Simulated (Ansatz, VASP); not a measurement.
**One calculation of AlN, two programs**

POSCAR

```
AlN
1.0
    0.0000000000      2.1619352184      2.2083864800
    2.1619352184      0.0000000000      2.2083864800
    2.1619352184      2.1619352184      0.0000000000
Al N
1 1
Direct
    0.0000000000      0.0000000000      0.0000000000
    0.2500000000      0.2500000000      0.2500000000
```

File INCAR.step1:

```
SYSTEM = AlN
ALGO = Normal ; EDIFF = 1E-5
ENCUT = 520 ; GGA = PE
ISIF = 2 ; ISMEAR = 0
LASPH = .TRUE. ; LREAL = .FALSE.
LWAVE = .TRUE. ; NBANDS = 11
NELM = 80 ; PREC = Accurate
SIGMA = 0.01
```

The input INCAR.step2:

```
SYSTEM = AlN
ALGO = Normal ; EDIFF = 1E-6
ENCUT = 520 ; GGA = PE
HFSCREEN = 0.2079 ; ISIF = 2
ISMEAR = 0 ; ISTART = 1
LASPH = .TRUE. ; LCHARG = .TRUE.
LELF = .TRUE. ; LHFCALC = .TRUE.
LREAL = .FALSE. ; LVHAR = .TRUE.
LWAVE = .FALSE. ; NBANDS = 11
NELM = 80 ; PREC = Accurate
PRECFOCK = Normal ; SIGMA = 0.01
```

File KPOINTS:

```
k-points
0
G
  8 8 8
  0 0 0
```

Input for Ansatz:

```yaml
crystal:
  lattice:
    - [0.0, 2.1619352184, 2.20838648]
    - [2.1619352184, 0.0, 2.20838648]
    - [2.1619352184, 2.1619352184, 0.0]
  atoms:
    - { symbol: Al, position: [0.0, 0.0, 0.0] }
    - { symbol: "N", position: [0.25, 0.25, 0.25] }
kpoints:
  mp_grid: { grid: [8, 8, 8] }
  band_path:
    path:
      - [0.0, 0.0, 0.0]
      - [-0.5, -0.5, 0.0]
      - [-0.375, -0.375, 0.25]
      - [-0.375, 0.0, 0.375]
      - [0.0, 0.0, 0.5]
      - [-0.5, -0.25, 0.25]
    npoints: 1
hamiltonian:
  xc: hse06
scf:
  occupations: { method: fixed }
  n_extra_bands: 4
output:
  forces: true
  stress: true
  eigenvalues: true
```

Change from the starting cell: epitaxial_xy strain -1.1%.

Alike in both runs: task single point; functional HSE06; k mesh 8 × 8 × 8; no spin polarisation.

|  | VASP | Ansatz |
| --- | --- | --- |
| version | VASP 6.6.1 | Ansatz 0.2.0 |
| potentials or method | VASP PAW PBE potentials, release 64 (Al, N) | plane waves, PAW |
| plane-wave cutoff (eV) | 520 | 420 |
| occupations | gaussian, width 0.01 eV | fixed |
| valence electrons in the cell | 8 | 8 |

VASP gave:

- gap on the k mesh at the Fermi level (eV): 4.50
- pressure (GPa): 1.4
- traceless stress, the component that is largest in VASP (GPa): -2.17

Q: What did Ansatz give for the same quantities?

A: gap on the k mesh at the Fermi level (eV): 4.50; pressure (GPa): 1.5; traceless stress, the component that is largest in VASP (GPa): -2.16.

Ansatz's warnings: stress exchange threshold loose, stress scf threshold loose.
